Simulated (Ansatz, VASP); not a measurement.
One calculation of Sb, two programs

INCAR

```
SYSTEM = Sb
PREC = Accurate
ENCUT = 400
EDIFF = 1E-6
ISMEAR = 0
SIGMA = 0.04
LREAL = .False.
LASPH = .True.
NELM = 120
ALGO = Normal
ISIF = 2
LWAVE = .False.
LCHARG = .False.
LDIPOL = .True.
IDIPOL = 3
DIPOL = 0.5 0.5 0.320
GGA = RE
IVDW = 12
NBANDS = 12
GGA_COMPAT = .False.
NELMDL = -8
```

KPOINTS

```
regular mesh
0
Gamma
  12 12 1
  0 0 0
```

File POSCAR:

```
Sb
1.0
    4.0799266527      0.0000000000      0.0000000000
   -2.0399633263      3.5333201268      0.0000000000
    0.0000000000      0.0000000000     26.8700000000
Sb
2
Direct
    0.3333333333      0.6666666667      0.2895688410
    0.6666666667      0.3333333333      0.3510125849
```

Input for Ansatz:

```yaml
crystal:
  lattice:
    - [4.0799266527, 0.0, 0.0]
    - [-2.0399633263, 3.5333201268, 0.0]
    - [0.0, 0.0, 26.87]
  atoms:
    - { symbol: Sb, position: [0.3333333333, 0.6666666667, 0.289568841] }
    - { symbol: Sb, position: [0.6666666667, 0.3333333333, 0.3510125849] }
basis:
  ecutwfc: 420
kpoints:
  mp_grid: { grid: [12, 12, 1] }
hamiltonian:
  xc: revpbe
  dispersion: d3bj
  pseudopotentials: { kind: paw, azcp: { folder: soft_1 } }
scf:
  occupations: { method: gaussian, width: 0.04 }
  n_extra_bands: 6
  max_iter: 160
output:
  forces: true
  eigenvalues: true
  write_density: true
  write_potential: true
  elf: true
  volumetric_format: npy
efield:
  axis: 3
  dipole_correction: true
```

Alike in both runs: task single point; functional revPBE; dispersion D3(BJ); k mesh 12 × 12 × 1; occupations gaussian, width 0.04 eV; no spin polarisation.

```csv
,VASP,Ansatz
version,VASP 6.6.1,Ansatz 0.2.0
potentials or method,"VASP PAW PBE potentials, release 64 (Sb), cutoff 400 eV","scalar-relativistic, plane waves, PAW"
valence electrons in the cell,10,30
```

|  | VASP | Ansatz | Ansatz less VASP |
| --- | --- | --- | --- |
| gap on the k mesh at the Fermi level (eV) | 1.25 | 1.24 | -0.006 |
| least direct gap on the mesh (eV) | 1.67 | 1.70 | +0.032 |
| rms of the force components (eV/Å) | 0.060 | 0.016 | -0.0443 |

VASP's potentials were made for PBE, not for revPBE. Atom by atom the forces differ by 0.044 eV/Å (rms over components). VASP's potentials hold 10 valence electrons a cell and Ansatz's 30, so a difference there can come from the potentials and not from the codes. Ansatz's warnings: xc potential rough in thin density.

Spin-orbit coupling is off throughout.
